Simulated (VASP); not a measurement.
Runs of VASP 6.6.1 on NaPS. The structure is that of space group P4_2/mmc (No. 131), or close to it. The cells are those of the table. 

| task | cell | k mesh | cutoff (eV) | gap on the mesh (eV) | pressure (GPa) | relaxed volume (Å³/atom) |
| --- | --- | --- | --- | --- | --- | --- |
| single point | a = 3.578, b = 3.578, c = 9.455 Å, 6 atoms | 6 × 6 × 2 | 520 | none | 0.0 | - |
| single point | a = 4.747, b = 4.747, c = 6.713 Å, 6 atoms | 4 × 4 × 4 | 520 | none | -5.6 | - |
| relaxation of cell and atoms | relaxed from a = 3.578, b = 3.578, c = 9.455 Å, 6 atoms | 10 × 10 × 4 | 600 | - | 0.0 | 20.10 |
| single point | a = 3.580, b = 3.580, c = 9.410 Å, 6 atoms | 4 × 4 × 4 | 520 | none | -0.1 | - |
| relaxation of cell and atoms | relaxed from a = 4.747, b = 4.747, c = 6.713 Å, 6 atoms | 4 × 4 × 4 | 600 | none | 0.1 | 20.03 |
| single point | a = 3.573, b = 3.573, c = 9.449 Å, 6 atoms | 10 × 10 × 4 | 520 | none | -0.1 | - |
| relaxation of cell and atoms | relaxed from a = 3.580, b = 3.580, c = 9.410 Å, 6 atoms | 6 × 6 × 2 | 600 | - | 0.1 | (a) |

Alike in all rows: level PBE; potentials or basis VASP PAW PBE potentials, release 64 (Na_pv, P, S); no spin polarisation; smearing gaussian 0.1 eV.

Question: Fill in the values left out.

Answer: (a) 20.14.

Caveats: some runs use coarse meshes; the bands computed are all filled at some k points, so no gap is given (some runs); the volume moved by over 15 % at a fixed basis, so the end points are rough (some runs).

A gap of «none» marks levels without a gap at the run's occupations.
